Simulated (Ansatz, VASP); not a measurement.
## Ir: VASP beside Ansatz

Contents of INCAR:

```
SYSTEM = Ir
PREC     = Accurate       ! precision mode
ENCUT    = 520            ! plane-wave cutoff, eV
EDIFF    = 1E-7           ! SCF threshold, eV
ISMEAR   = 0              ! smearing method
SIGMA    = 0.15           ! smearing width, eV
LREAL    = .False.        ! projectors in reciprocal space
LASPH    = .True.         ! aspherical terms in the spheres
NELM     = 80             ! most SCF steps
ALGO     = Fast           ! electronic algorithm
ISIF     = 2              ! what is computed and relaxed
LWAVE    = .False.        ! write WAVECAR
LCHARG   = .False.        ! write CHGCAR
GGA      = PE             ! functional
NBANDS   = 16             ! bands
```

File KPOINTS:

```
regular mesh
0
Gamma
  18 18 12
  0 0 0
```

Contents of POSCAR:

```
Ir
1.0
    2.6413227788      0.0000000000      0.0000000000
   -1.3206613894      2.2874526260      0.0000000000
    0.0000000000      0.0000000000      4.4622900000
Ir
2
Direct
    0.6666666667      0.3333333333      0.7500000000
    0.3333333333      0.6666666667      0.2500000000
```

Input for Ansatz:

```yaml
crystal:
  lattice:
    - [2.6413227788, 0.0, 0.0]
    - [-1.3206613894, 2.287452626, 0.0]
    - [0.0, 0.0, 4.46229]
  atoms:
    - { symbol: Ir, position: [0.6666666667, 0.3333333333, 0.75] }
    - { symbol: Ir, position: [0.3333333333, 0.6666666667, 0.25] }
basis:
  ecutwfc: 420
kpoints:
  mp_grid: { grid: [18, 18, 12] }
hamiltonian:
  xc: pbe
scf:
  occupations: { method: gaussian, width: 0.15 }
output:
  forces: true
  stress: true
  eigenvalues: true
```

Change from the starting cell: strain -0.040 along x and y, +0.000 along z, atoms carried along.

Alike in both runs: task single point; functional PBE; k mesh 18 × 18 × 12; occupations gaussian, width 0.15 eV; no spin polarisation.

```csv
,VASP,Ansatz
version,VASP 6.6.1,Ansatz 0.2.0
potentials or method,"VASP PAW PBE potentials, release 64 (Ir), cutoff 520 eV","scalar-relativistic, plane waves, PAW"
valence electrons in the cell,18,34
```

VASP gave:

```
gap on the k mesh at the Fermi level (eV)                     : none
pressure (GPa)                                                : 34.0
traceless stress, the component that is largest in VASP (GPa) : -13.09
```

**Question.** What did Ansatz give for the same quantities?

**Answer.** gap on the k mesh at the Fermi level (eV): none; pressure (GPa): 33.0; traceless stress, the component that is largest in VASP (GPa): -13.13.

A gap of «none» marks a metal or a gap that the smearing closes. Both programs put the cell under a high pressure, so it lies far from rest at this level. VASP's potentials hold 18 valence electrons a cell and Ansatz's 34, so a difference there can come from the potentials and not from the codes.

Neither program's run includes spin-orbit coupling.
